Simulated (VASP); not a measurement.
# Hf (Fm-3m) in VASP: a series of runs, part 2 of 2

VASP 6.6.1. Earlier steps stand in the parts before.

### 5 Single point, PBEsol

This run uses another cell than the first one, of 22.54 Å³/atom, 1.096 times its volume.

The input, INCAR:

```
SYSTEM = Hf
ALGO     = Normal         ! electronic algorithm
EDIFF    = 1E-7           ! SCF threshold, eV
ENCUT    = 520            ! plane-wave cutoff, eV
GGA      = PS             ! functional
ISIF     = 2              ! what is computed and relaxed
ISMEAR   = -1             ! smearing method
LASPH    = .TRUE.         ! aspherical terms in the spheres
LCHARG   = .TRUE.         ! write CHGCAR
LELF     = .TRUE.         ! ELF
LREAL    = .FALSE.        ! projectors in reciprocal space
LVHAR    = .TRUE.       
LWAVE    = .FALSE.        ! write WAVECAR
NBANDS   = 11             ! bands
NELM     = 60             ! most SCF steps
PREC     = Accurate       ! precision mode
SIGMA    = 0.1            ! smearing width, eV
```

The input, KPOINTS:

```
k-points
0
G
  11 11 11
  0 0 0
```

The input, POSCAR:

```
Hf
1.0
    0.0000000000      2.2419816276      2.2419816276
    2.2419816276      0.0000000000      2.2419816276
    2.2419816276      2.2419816276      0.0000000000
Hf
1
Direct
    0.0000000000      0.0000000000      0.0000000000
```

Potentials or basis: VASP PAW PBE potentials, release 64 (Hf_pv).

On the command line:

```console
$ cat potpaw_PBE.64/Hf_pv/POTCAR > POTCAR
$ mpirun -np 1 vasp_std > vasp.out
```

OUTCAR:

```text
SYSTEM = Hf
   EDIFF = 1E-7
   ENCUT = 520
   GGA = PS
   ISIF = 2
   ISMEAR = -1
   LASPH = .TRUE.
   LREAL = .FALSE.
   NELM = 60
   PREC = Accurate

 ion  position               nearest neighbor table
   1  0.000  0.000  0.000-

  LATTYP: Found a face centered cubic cell.
 ALAT       =     4.4839632552

  Lattice vectors:

 A1 = (   0.0000000000,   2.2419816276,   2.2419816276)
 A2 = (   2.2419816276,   0.0000000000,   2.2419816276)
 A3 = (   2.2419816276,   2.2419816276,   0.0000000000)

Analysis of symmetry for initial positions (statically):
=====================================================================
 Subroutine PRICEL returns:
 Original cell was already a primitive cell.

 Routine SETGRP: Setting up the symmetry group for a
 face centered cubic supercell.

 Subroutine GETGRP returns: Found 48 space group operations
 (whereof 48 operations were pure point group operations)
 out of a pool of 48 trial point group operations.

The static configuration has the point symmetry O_h .

Analysis of symmetry for dynamics (positions and initial velocities):
=====================================================================
 Subroutine PRICEL returns:
 Original cell was already a primitive cell.

 Routine SETGRP: Setting up the symmetry group for a
 face centered cubic supercell.

 Subroutine GETGRP returns: Found 48 space group operations
 (whereof 48 operations were pure point group operations)
 out of a pool of 48 trial point group operations.

The dynamic configuration has the point symmetry O_h .

 Subroutine INISYM returns: Found 48 space group operations
 (whereof 48 operations are pure point group operations),
 and found     1 'primitive' translations

----------------------------------------------------------------------------------------

                                     Primitive cell

  volume of cell :      22.5386

  direct lattice vectors                    reciprocal lattice vectors
     0.000000000  2.241981628  2.241981628    -0.223016993  0.223016993  0.223016993
     2.241981628  0.000000000  2.241981628     0.223016993 -0.223016993  0.223016993
     2.241981628  2.241981628  0.000000000     0.223016993  0.223016993 -0.223016993

  length of vectors
     3.170640824  3.170640824  3.170640824     0.386276762  0.386276762  0.386276762

  position of ions in fractional coordinates (direct lattice)
     0.000000000  0.000000000  0.000000000

  ion indices of the primitive-cell ions
   primitive index   ion index
                 1           1

----------------------------------------------------------------------------------------

 KPOINTS: k-points

Automatic generation of k-mesh.
 Grid dimensions read from file:
 generate k-points for:   11   11   11

 Generating k-lattice:

  Cartesian coordinates                     Fractional coordinates (reciprocal lattice)
    -0.020274272  0.020274272  0.020274272     0.090909091  0.000000000  0.000000000
     0.020274272 -0.020274272  0.020274272     0.000000000  0.090909091  0.000000000
     0.020274272  0.020274272 -0.020274272     0.000000000  0.000000000  0.090909091

  Length of vectors
     0.035116069  0.035116069  0.035116069

  Shift w.r.t. Gamma in fractional coordinates (k-lattice)
     0.000000000  0.000000000  0.000000000

 Subroutine IBZKPT returns following result:
 ===========================================

 Found     56 irreducible k-points:

 Following reciprocal coordinates:
            Coordinates               Weight
  0.000000  0.000000  0.000000      1.000000
  0.090909  0.000000  0.000000      8.000000
  0.181818  0.000000  0.000000      8.000000
  0.272727  0.000000  0.000000      8.000000
  0.363636  0.000000  0.000000      8.000000
  0.454545  0.000000  0.000000      8.000000
[... 16 lines left out ...]
 -0.272727  0.181818  0.000000     24.000000
 -0.181818  0.181818  0.000000     12.000000
 [... further k-points ...]
   k-points           NKPTS =     56   k-points in BZ     NKDIM =     56   number of bands    NBANDS=     11
   number of dos      NEDOS =    301   number of ions     NIONS =      1
   total plane-waves  NPLWV =  13824
   dimension x,y,z NGX =    24 NGY =   24 NGZ =   24
   dimension x,y,z NGXF=    48 NGYF=   48 NGZF=   48
   ions per type =               1
   NGX,Y,Z   is equivalent  to a cutoff of  12.58, 12.58, 12.58 a.u.
   NGXF,Y,Z  is equivalent  to a cutoff of  25.17, 25.17, 25.17 a.u.
 SYSTEM =  Hf
   PREC   = accura    normal or accurate (medium, high low for compatibility)
   ISTART =      0    job   : 0-new  1-cont  2-samecut
   ICHARG =      2    charge: 1-file 2-atom 10-const
   ISPIN  =      1    spin polarized calculation?
   LNONCOLLINEAR =      F non collinear calculations
   LSORBIT =      F    spin-orbit coupling
   LASPH  =      T    aspherical Exc in radial PAW
   ENCUT  =  520.0 eV  38.22 Ry    6.18 a.u.   5.90  5.90  5.90*2*pi/ulx,y,z
   NELM   =     60;   NELMIN=  2; NELMDL= -5     # of ELM steps
   EDIFF  = 0.1E-06   stopping-criterion for ELM
   LREAL  =      F    real-space projection
   EDIFFG = 0.1E-05   stopping-criterion for IOM
   NSW    =      0    number of steps for IOM
   IBRION =     -1    ionic relax: 0-MD 1-quasi-New 2-CG
   NFREE  =      0    steps in history (QN), initial steepest desc. (CG)
   ISIF   =      2    stress and relaxation
   ISYM   =      2    0-nonsym 1-usesym 2-fastsym
   POTIM  = 0.5000    time-step for ionic-motion
   TEBEG  =    0.0;   TEEND  =   0.0 temperature during run
   PSTRESS=    0.0 pullay stress
   NELECT =      10.0000    total number of electrons
   NUPDOWN=      -1.0000    fix difference up-down
   EMIN   =  10.00;   EMAX   =-10.00  energy-range for DOS
   EFERMI =   0.00;   METHOD = LEGACY
   ISMEAR =    -1;   SIGMA  =   0.10  broadening in eV -4-tet -1-fermi 0-gaus
   EFERMI_NEDOS =   21; number of points for ismear=-14 and -15
   IALGO  =     38    algorithm
   IMIX   =      4    mixing-type and parameters
     AMIX     =   0.40;   BMIX     =  1.00
     AMIX_MAG =   1.60;   BMIX_MAG =  1.00
  volume/ion in A,a.u.               =      22.54       152.10
  Fermi-wavevector in a.u.,A,eV,Ry     =   1.248627  2.359563 21.212433  1.559070
  Thomas-Fermi vector in A             =   2.382705
   LORBIT       =      0    0 simple, 1 ext, 2 COOP (PROOUT), +10 PAW based schemes
   GGA     = PS    functional components
   LHFCALC =     F    Hartree Fock is set to
   AEXX    =    0.0000 exact exchange contribution
   IVDW    =     0    specifies the selected vdW correction
   LEPSILON=     F    determine dielectric tensor
   LRPA    =     F    only Hartree local field effects (RPA)
 non-spin polarized calculation
  energy-cutoff  :      520.00
  volume of cell :       22.54
 maximum number of plane-waves:       620
   NGX = 11   NGY = 11   NGZ = 11

 number of electron      10.0000000 magnetization

 number of electron       9.9999999 magnetization

 Free energy of the ion-electron system (eV)
  ---------------------------------------------------
  ext. energy  EPLUGINS =         0.00000000
  ---------------------------------------------------
  free energy    TOTEN  =       -10.44477231 eV

  energy without entropy =      -10.39908990  energy(sigma->0) =      -10.42193111

 E-fermi :   4.5395     XC(G=0): -11.3587

 val. band max:        4.5369420668   @ k =  -0.3636   0.0909   0.0000
 cond. band min:       4.5471115264   @ k =   0.1818   0.1818   0.0000
 fundamental gap:      0.0101694596
 Fermi energy:         4.5394654369

 k-point     1 :       0.0000    0.0000    0.0000
  band No.  band energies     occupation
      1     -25.4572      2.00000
      2     -25.4572      2.00000
      3     -25.4572      2.00000
      4      -2.6600      2.00000
      5       5.9194      0.00000
      6       5.9194      0.00000
      7       5.9194      0.00000
      8       8.6747      0.00000
      9       8.6747      0.00000
     10      15.8775      0.00000
     11      17.5553      0.00000
[... 309 lines left out ...]
 k-point    24 :      -0.1818    0.1818    0.0000
  band No.  band energies     occupation
      1     -25.9041      2.00000
      2     -25.6436      2.00000
      3     -25.5108      2.00000
      4      -0.0351      2.00000
      5       4.3402      1.75995
      6       5.6517      0.00003
      7       7.1658      0.00000
      8       7.2635      0.00000
      9      10.1819      0.00000
     10      16.9038      0.00000
     11      17.5783      0.00000

 [... further k-points ...]

------------------------ aborting loop because EDIFF is reached ----------------------------------------

  FORCE on cell =-STRESS in cart. coord.  units (eV):
  Direction    XX          YY          ZZ          XY          YZ          ZX
  --------------------------------------------------------------------------------------
  -------------------------------------------------------------------------------------
  Total       -0.6704292     -0.6704292     -0.6704292     -0.0000000      0.0000000      0.0000000
  in kB      -47.6581724    -47.6581724    -47.6581724     -0.0000000      0.0000000      0.0000000
  external PRESSURE =     -47.6581724 kB  Pullay stress =       0.0000000 kB

 VOLUME and BASIS-vectors are now :
 -----------------------------------------------------------------------------
  energy-cutoff  :      520.00
  volume of cell :       22.54
      direct lattice vectors                 reciprocal lattice vectors
     0.000000000  2.241981628  2.241981628    -0.223016993  0.223016993  0.223016993
     2.241981628  0.000000000  2.241981628     0.223016993 -0.223016993  0.223016993
     2.241981628  2.241981628  0.000000000     0.223016993  0.223016993 -0.223016993

 POSITION                                       TOTAL-FORCE (eV/Angst)
 -----------------------------------------------------------------------------------
      0.00000      0.00000      0.00000         0.000000      0.000000      0.000000
 -----------------------------------------------------------------------------------
    total drift:                               -0.000000      0.000000     -0.000000

  FREE ENERGIE OF THE ION-ELECTRON SYSTEM (eV)
  ---------------------------------------------------
  free  energy   TOTEN  =       -10.4447723146 eV

  energy  without entropy=      -10.3990899031  energy(sigma->0) =      -10.42193111
```

Run time: 8.1 s. Hardware: 1 thread of Intel Xeon Platinum 8375C at 2.90GHz (Ice Lake), shared host; peak memory 0.14 GiB.

Results:

```yaml
Free_energy: -10.4448 eV
Pressure: -4.8 GPa
Band_gap_on_the_k_mesh: zero (band 5 reaches 5.92 eV, above the bottom of band 6 at 4.22 eV)
```

Caveat: the PAW data sets were made with another functional, which shifts forces and pressure a little; spin-orbit coupling is left out, which moves the levels of the heavy elements.

### 6 Single point, PBEsol

This run uses another cell than the first one, of 23.20 Å³/atom, 1.128 times its volume.

The input, INCAR:

```
PREC = Accurate
ENCUT = 520
EDIFF = 1E-6
ISMEAR = -1
SIGMA = 0.1
LREAL = False
LASPH = True
NELM = 60
ALGO = Normal
ISIF = 2
LWAVE = False
LCHARG = True
GGA = PS
LELF = True
LVHAR = True
NBANDS = 11
```

The input, KPOINTS:

```
Automatic mesh
0
Gamma
  11 11 11
```

The input, POSCAR:

```
Hf
1.0
    0.0000000000      2.2635404658      2.2635404658
    2.2635404658      0.0000000000      2.2635404658
    2.2635404658      2.2635404658      0.0000000000
Hf
1
Direct
    0.0000000000      0.0000000000      0.0000000000
```

Potentials or basis: VASP PAW PBE potentials, release 64 (Hf_pv).

On the command line:

```console
$ cat potpaw_PBE.64/Hf_pv/POTCAR > POTCAR
$ mpirun -np 1 vasp_std > vasp.out
```

OUTCAR:

```text
PREC = Accurate
   ENCUT = 520
   EDIFF = 1E-6
   ISMEAR = -1
   LREAL = False
   LASPH = True
   NELM = 60
   ISIF = 2
   GGA = PS

 ion  position               nearest neighbor table
   1  0.000  0.000  0.000-

  LATTYP: Found a face centered cubic cell.
 ALAT       =     4.5270809316

  Lattice vectors:

 A1 = (   0.0000000000,   2.2635404658,   2.2635404658)
 A2 = (   2.2635404658,   0.0000000000,   2.2635404658)
 A3 = (   2.2635404658,   2.2635404658,   0.0000000000)

Analysis of symmetry for initial positions (statically):
=====================================================================
 Subroutine PRICEL returns:
 Original cell was already a primitive cell.

 Routine SETGRP: Setting up the symmetry group for a
 face centered cubic supercell.

 Subroutine GETGRP returns: Found 48 space group operations
 (whereof 48 operations were pure point group operations)
 out of a pool of 48 trial point group operations.

The static configuration has the point symmetry O_h .

Analysis of symmetry for dynamics (positions and initial velocities):
=====================================================================
 Subroutine PRICEL returns:
 Original cell was already a primitive cell.

 Routine SETGRP: Setting up the symmetry group for a
 face centered cubic supercell.

 Subroutine GETGRP returns: Found 48 space group operations
 (whereof 48 operations were pure point group operations)
 out of a pool of 48 trial point group operations.

The dynamic configuration has the point symmetry O_h .

 Subroutine INISYM returns: Found 48 space group operations
 (whereof 48 operations are pure point group operations),
 and found     1 'primitive' translations

----------------------------------------------------------------------------------------

                                     Primitive cell

[... 111 lines left out ...]
  Thomas-Fermi vector in A             =   2.371331
   LORBIT       =      0    0 simple, 1 ext, 2 COOP (PROOUT), +10 PAW based schemes
   GGA     = PS    functional components
   LHFCALC =     F    Hartree Fock is set to
   AEXX    =    0.0000 exact exchange contribution
   IVDW    =     0    specifies the selected vdW correction
   LEPSILON=     F    determine dielectric tensor
   LRPA    =     F    only Hartree local field effects (RPA)
 non-spin polarized calculation
  energy-cutoff  :      520.00
  volume of cell :       23.20
 maximum number of plane-waves:       635
   NGX = 11   NGY = 11   NGZ = 11

 number of electron      10.0000000 magnetization

 Free energy of the ion-electron system (eV)
  ---------------------------------------------------
  ext. energy  EPLUGINS =         0.00000000
  ---------------------------------------------------
  free energy    TOTEN  =       -10.42006246 eV

  energy without entropy =      -10.37244726  energy(sigma->0) =      -10.39625486

 E-fermi :   4.3451     XC(G=0): -11.2288

 val. band max:        4.3350684694   @ k =   0.4545   0.0909   0.0000
 cond. band min:       4.3572649688   @ k =   0.2727   0.1818   0.0909
 fundamental gap:      0.0221964994
 Fermi energy:         4.3450912496

 k-point     1 :       0.0000    0.0000    0.0000
  band No.  band energies     occupation
      1     -25.7588      2.00000
      2     -25.7588      2.00000
      3     -25.7588      2.00000
      4      -2.7543      2.00000
      5       5.7103      0.00000
      6       5.7103      0.00000
      7       5.7103      0.00000
      8       8.3642      0.00000
      9       8.3642      0.00000
     10      15.5876      0.00000
     11      17.2571      0.00000
[... 309 lines left out ...]
 k-point    24 :      -0.1818    0.1818    0.0000
  band No.  band energies     occupation
      1     -26.1628      2.00000
      2     -25.9278      2.00000
      3     -25.8078      2.00000
      4      -0.1999      2.00000
      5       4.1733      1.69585
      6       5.4537      0.00003
      7       6.9200      0.00000
      8       7.0107      0.00000
      9       9.8115      0.00000
     10      16.4413      0.00000
     11      17.2753      0.00000

 [... further k-points ...]

------------------------ aborting loop because EDIFF is reached ----------------------------------------

  FORCE on cell =-STRESS in cart. coord.  units (eV):
  Direction    XX          YY          ZZ          XY          YZ          ZX
  --------------------------------------------------------------------------------------
  -------------------------------------------------------------------------------------
  Total       -1.0555889     -1.0555889     -1.0555889      0.0000000      0.0000000      0.0000000
  in kB      -72.9139452    -72.9139452    -72.9139452      0.0000000      0.0000000      0.0000000
  external PRESSURE =     -72.9139452 kB  Pullay stress =       0.0000000 kB

 VOLUME and BASIS-vectors are now :
 -----------------------------------------------------------------------------
  energy-cutoff  :      520.00
  volume of cell :       23.20
      direct lattice vectors                 reciprocal lattice vectors
     0.000000000  2.263540466  2.263540466    -0.220892892  0.220892892  0.220892892
     2.263540466  0.000000000  2.263540466     0.220892892 -0.220892892  0.220892892
     2.263540466  2.263540466  0.000000000     0.220892892  0.220892892 -0.220892892

 POSITION                                       TOTAL-FORCE (eV/Angst)
 -----------------------------------------------------------------------------------
      0.00000      0.00000      0.00000         0.000000     -0.000000      0.000000
 -----------------------------------------------------------------------------------
    total drift:                               -0.000000      0.000000     -0.000000

  FREE ENERGIE OF THE ION-ELECTRON SYSTEM (eV)
  ---------------------------------------------------
  free  energy   TOTEN  =       -10.4200624637 eV

  energy  without entropy=      -10.3724472627  energy(sigma->0) =      -10.39625486
```

OSZICAR:

```text
N       E                     dE             d eps       ncg     rms          rms(c)
DAV:   1     0.132147008075E+02    0.13215E+02   -0.56076E+03  1240   0.825E+02
DAV:   2    -0.103257241077E+02   -0.23540E+02   -0.22931E+02  1549   0.159E+02
DAV:   3    -0.108185685273E+02   -0.49284E+00   -0.48866E+00  1542   0.154E+01
DAV:   4    -0.108206843311E+02   -0.21158E-02   -0.21154E-02  1414   0.126E+00
DAV:   5    -0.108206976371E+02   -0.13306E-04   -0.13306E-04  1588   0.840E-02    0.451E+01
DAV:   6    -0.105232673285E+02    0.29743E+00   -0.24481E-01  1385   0.358E+00    0.267E+01
DAV:   7    -0.104249647143E+02    0.98303E-01   -0.36039E-01  1424   0.420E+00    0.122E+00
DAV:   8    -0.104200288675E+02    0.49358E-02   -0.28248E-02  1394   0.117E+00    0.196E-01
DAV:   9    -0.104200626962E+02   -0.33829E-04   -0.41526E-04  1485   0.173E-01    0.516E-02
DAV:  10    -0.104200629955E+02   -0.29935E-06   -0.24270E-05  1435   0.360E-02    0.435E-02
DAV:  11    -0.104200624637E+02    0.53183E-06   -0.37367E-06  1439   0.143E-02
   1 F= -.10420062E+02 E0= -.10396255E+02  d E =-.476152E-01
```

stdout:

```text
POSCAR found type information on POSCAR Hf
 POSCAR found :  1 types and       1 ions
 scaLAPACK will be used
 -----------------------------------------------------------------------------
|                                                                             |
|                                                                             |
|     You enforced a specific xc type in the INCAR file but a different       |
|     I HOPE YOU KNOW WHAT YOU ARE DOING!                                     |
|                                                                             |
 -----------------------------------------------------------------------------

 LDA part: xc-table for (Slater+PW92), standard interpolation
 POSCAR, INCAR and KPOINTS ok, starting setup
 FFT: planning ... GRIDC
 FFT: planning ... GRID_SOFT
 FFT: planning ... GRID
 WAVECAR not read
 entering main loop
```

Run time: 8.6 s. Hardware: 1 thread of Intel Xeon Platinum 8375C at 2.90GHz (Ice Lake), shared host; peak memory 0.14 GiB.

Results:

```
Free energy            : -10.4201 eV
Pressure               : -7.3 GPa
Band gap on the k mesh : zero (band 5 reaches 5.71 eV, above the bottom of band 6 at 4.04 eV)
```

Levels at points of the mesh, in eV from the Fermi level:
```csv
k point,band 1,band 2,band 3,band 4,band 5,band 6,band 7,band 8,band 9,band 10
"(0.00, 0.00, 0.00)",-30.10,-30.10,-30.10,-7.10,1.37,1.37,1.37,4.02,4.02,11.24
```

Caveat: the PAW data sets were made with another functional, which shifts forces and pressure a little; spin-orbit coupling is left out, which moves the levels of the heavy elements.

### 7 Summary

```tsv
cell	gap on the mesh (eV)	pressure (GPa)
a = 3.075 Å, angles 60.0°, 1 atom	none	5.2
a = 3.108 Å, angles 60.0°, 1 atom	none	1.4
a = 3.140 Å, angles 60.0°, 1 atom	none	-1.9
a = 3.171 Å, angles 60.0°, 1 atom	none	-4.8
a = 3.201 Å, angles 60.0°, 1 atom	none	-7.3
```

Alike in all rows: task single point; level PBEsol; potentials or basis VASP PAW PBE potentials, release 64 (Hf_pv); no spin polarisation; k mesh 11 × 11 × 11; cutoff (eV) 520; smearing fermi-dirac 0.1 eV.

Caveats: the PAW data sets were made with another functional, which shifts forces and pressure a little; spin-orbit coupling is left out, which moves the levels of the heavy elements.

Absolute energies hang on the potentials; compare differences alone.
